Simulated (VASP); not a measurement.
Here is a VASP 6.6.1 calculation.

File INCAR:

```
ALGO = Normal
EDIFF = 1E-6
ENCUT = 520
GGA = RP
ISIF = 2
ISMEAR = -1
LASPH = True
LCHARG = True
LELF = True
LREAL = False
LVHAR = True
LWAVE = False
NBANDS = 18
NELM = 80
PREC = Accurate
SIGMA = 0.01
```

The input KPOINTS:

```
k-points
0
Gamma
  8 8 5
```

POSCAR

```
Sc
1.0
    3.2241161428      0.0000000000      0.0000000000
   -1.6120580714      2.7921878605      0.0000000000
    0.0000000000      0.0000000000      5.1380270946
Sc
2
Direct
    0.3333333333      0.6666666667      0.2500000000
    0.6666666667      0.3333333333      0.7500000000
```

Potentials or basis: VASP PAW PBE potentials, release 64 (Sc_sv).

The run is started by

```console
$ cat potpaw_PBE.64/Sc_sv/POTCAR > POTCAR
$ mpirun -np 1 vasp_std > vasp.out
```

Question: Predict the pressure.

Answer: 6.3 GPa.

Question: What does it give for the band gap on the k mesh?

Answer: Zero (bands 11 and 12 overlap by 1.20 eV).

Stress tensor (GPa, compression positive):
```
6.73 0.00 0.00
0.00 6.73 0.00
0.00 0.00 5.53
```

Caveat: the cell stands under pressure; the PAW data sets were made with another functional, which shifts forces and pressure a little.
